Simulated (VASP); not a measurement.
## ZrS: single point with PBEsol

Crystal: ZrS.

```
Zr S
1.0
     0.00000    2.45978    2.45978
     2.45978    0.00000    2.45978
     2.45978    2.45978    0.00000
Zr S
1 1
Direct
  0.00000 0.00000 0.00000
  0.50000 0.50000 0.50000
```

- Program: VASP 6.6.1
- Task: single point
- Functional: PBEsol
- Potentials or basis: VASP PAW PBE potentials, release 64 (Zr_sv, S)
- Cutoff: 520 eV
- k mesh: 14 × 14 × 14
- Occupations: gaussian, width 0.1 eV
- Spin: no spin polarisation

* Pressure: 30.3 GPa
* Band gap on the k mesh: zero (bands 9 and 10 overlap by 3.82 eV)

Levels at points of the mesh, in eV from the Fermi level:
| k point | band 6 | band 7 | band 8 | band 9 | band 10 | band 11 | band 12 | band 13 |
| --- | --- | --- | --- | --- | --- | --- | --- | --- |
| (0.00, 0.00, 0.00) | -3.47 | -3.47 | -3.47 | -1.84 | -1.84 | -1.84 | -0.93 | -0.93 |
| (0.50, 0.00, 0.00) | -9.00 | -6.75 | -6.75 | 1.99 | 1.99 | 2.07 | 2.56 | 6.31 |
| (0.50, 0.50, 0.00) | -6.42 | -4.46 | -4.45 | -4.45 | 0.62 | 3.20 | 3.20 | 3.82 |

Run time: 21 s on 1 thread of Intel(R) Xeon(R) 6975P-C (Granite Rapids), with other jobs on the host, peak memory 0.18 GiB.

Caveat: the cell stands under pressure; the PAW data sets were made with another functional, which shifts forces and pressure a little.
